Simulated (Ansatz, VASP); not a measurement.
MoS: VASP beside Ansatz

File INCAR:

```
SYSTEM = MoS
PREC = Accurate ; ENCUT = 520
EDIFF = 1E-7 ; ISMEAR = 0
SIGMA = 0.1 ; LREAL = .False.
LASPH = .True. ; NELM = 150
ALGO = Normal ; ISIF = 2
LWAVE = .False. ; LCHARG = .False.
ISPIN = 2 ; MAGMOM = 0.5 0
LORBIT = 11 ; LMAXMIX = 4
LDAU = .True. ; LDAUTYPE = 2
LDAUL = 2 -1 ; LDAUU = 4.38 0
LDAUJ = 0 0 ; LDAUPRINT = 1
GGA = PE ; NBANDS = 21
```

The input KPOINTS:

```
regular mesh
0
Gamma
  14 14 14
  0 0 0
```

Contents of POSCAR:

```
MoS
1.0
    0.0000000000      2.7373208118      2.7373208118
    2.7373208118      0.0000000000      2.7373208118
    2.7373208118      2.7373208118      0.0000000000
Mo S
1 1
Direct
    0.0000000000      0.0000000000      0.0000000000
    0.5000000000      0.5000000000      0.5000000000
```

Input for Ansatz:

```yaml
crystal:
  lattice:
    - [0.0, 2.7373208118, 2.7373208118]
    - [2.7373208118, 0.0, 2.7373208118]
    - [2.7373208118, 2.7373208118, 0.0]
  atoms:
    - { symbol: Mo, position: [0.0, 0.0, 0.0], spin: 0.5 }
    - { symbol: S, position: [0.5, 0.5, 0.5] }
basis:
  ecutwfc: 420
kpoints:
  mp_grid: { grid: [14, 14, 14] }
hamiltonian:
  xc: pbe
  hubbard: { sites: [{ species: Mo, l: d, u_eff: 4.38 }] }
scf:
  occupations: { method: gaussian, width: 0.1 }
output:
  forces: true
  stress: true
  eigenvalues: true
  populations: true
magnetization:
  spin_polarized: true
```

Alike in both runs: task single point; functional PBE; k mesh 14 × 14 × 14; occupations gaussian, width 0.1 eV; collinear spin; Hubbard terms Mo d U = 4.38 eV.

|  | VASP | Ansatz |
| --- | --- | --- |
| version | VASP 6.6.1 | Ansatz 0.2.0 |
| potentials or method | VASP PAW PBE potentials, release 64 (Mo_sv, S), cutoff 520 eV | scalar-relativistic, plane waves, PAW |
| valence electrons in the cell | 20 | 20 |

```csv
,VASP,Ansatz,Ansatz less VASP
gap on the k mesh at the Fermi level (eV),none,none,-
pressure (GPa),-2.3,0.0,+2.34
net moment per atom (μB),1.96,2.00,+0.037
size of the moment on the site where the two differ most (μB),3.53,3.20,-0.333
```

Site moments also hang on the region over which each program counts them. The programs project onto different local orbitals, so the same U acts differently, and such runs can settle in different states. A gap of «none» marks a metal or a gap that the smearing closes. Ansatz's warnings: filled band counts differ across k points.
